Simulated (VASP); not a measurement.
## YAl2N3: single point with PBE

YAl2N3:

```
Y Al N
1.0
     3.54780    0.00000    0.00000
     0.00000    3.54780    0.00000
     0.00000    0.00000    5.85371
Y Al N
1 2 3
Direct
  0.50000 0.50000 0.00000
  0.00000 0.00000 0.31546
  0.00000 0.00000 0.68454
  0.00000 0.50000 0.50000
  0.50000 0.00000 0.50000
  0.00000 0.00000 0.00000
```

```yaml
Program: VASP 6.6.1
Task: single point
Functional: PBE
Potentials_or_basis: VASP PAW PBE potentials, release 64 (Y_sv, Al, N)
Cutoff: 520 eV
k_mesh: 10 × 10 × 6
Occupations: gaussian, width 0.1 eV
Spin: no spin polarisation
```

The pressure is -0.1 GPa and the largest force is 0.013 eV/Å. The band gap on the k mesh is zero (band 16 reaches 8.45 eV, above the bottom of band 17 at 6.79 eV).

Forces in eV/Å, atoms in the order of the input:
```
Y    0.000  0.000  0.000
Al   0.000  0.000 -0.013
Al   0.000  0.000  0.013
N    0.000  0.000  0.000
N    0.000  0.000  0.000
N    0.000  0.000  0.000
```

Levels at points of the mesh, in eV from the Fermi level:
```csv
k point,band 13,band 14,band 15,band 16,band 17,band 18,band 19,band 20
"(0.00, 0.00, 0.00)",-3.93,-2.50,-1.42,-1.22,0.08,0.08,0.84,0.84
"(0.50, 0.00, 0.00)",-4.61,-3.84,-2.28,-1.95,1.35,1.92,2.01,2.11
"(0.50, 0.50, 0.00)",-4.85,-4.85,-0.51,0.75,0.75,1.55,2.44,3.37
"(0.00, 0.00, 0.50)",-4.07,-3.06,-0.52,-0.01,-0.01,1.64,1.64,1.71
"(0.50, 0.00, 0.50)",-4.86,-4.13,-2.07,-2.05,0.96,1.79,2.09,2.47
"(0.50, 0.50, 0.50)",-3.26,-3.26,-1.31,-1.31,-0.50,0.72,1.30,1.55
```

Run time: 2.1 min on 1 thread of Intel(R) Xeon(R) Platinum 8259CL CPU @ 2.50GHz (Skylake/Cascade Lake), with other jobs on the host, peak memory 0.3 GiB.
